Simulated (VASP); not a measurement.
# PbS (Galena): single point with r2SCAN+rVV10

PbS (Galena):

```
CELL_PARAMETERS angstrom
0.00000 3.02392 3.02392
3.02392 0.00000 3.02392
3.02392 3.02392 0.00000
ATOMIC_POSITIONS crystal
Pb 0.00000 0.00000 0.00000
S 0.50000 0.50000 0.50000
```

```
Program             : VASP 6.6.1
Task                : single point
Functional          : r2SCAN
Dispersion          : rVV10
Potentials or basis : VASP PAW PBE potentials, release 64 (Pb_d, S)
Cutoff              : 520 eV
k mesh              : 8 × 8 × 8
Occupations         : fermi-dirac, width 0.05 eV
Spin                : no spin polarisation
```

```
Pressure               : -2.8 GPa
Band gap on the k mesh : 0.78 eV, direct
```

Levels at points of the mesh, in eV from the valence-band top:
```
           k point  band 6  band 7  band 8  band 9  band 10  band 11  band 12  band 13  band 14  band 15
(0.00, 0.00, 0.00)  -13.64   -6.15   -1.98   -1.98    -1.98     5.43     5.43     5.43     7.30     7.30
(0.50, 0.00, 0.00)  -12.52   -8.71   -1.62   -1.62     0.00     0.78     2.35     2.35     9.05    10.75
(0.50, 0.50, 0.00)  -12.15   -7.21   -4.85   -3.18    -3.18     4.38     5.83     5.91     5.91    11.71
```

Run time: 55 s on 1 thread of Intel(R) Xeon(R) 6975P-C (Granite Rapids) (shared host), peak memory 0.32 GiB.

Caveat: the PAW data sets were made with another functional, which shifts forces and pressure a little; spin-orbit coupling is left out, which moves the levels of the heavy elements. A k mesh can miss the band edges.
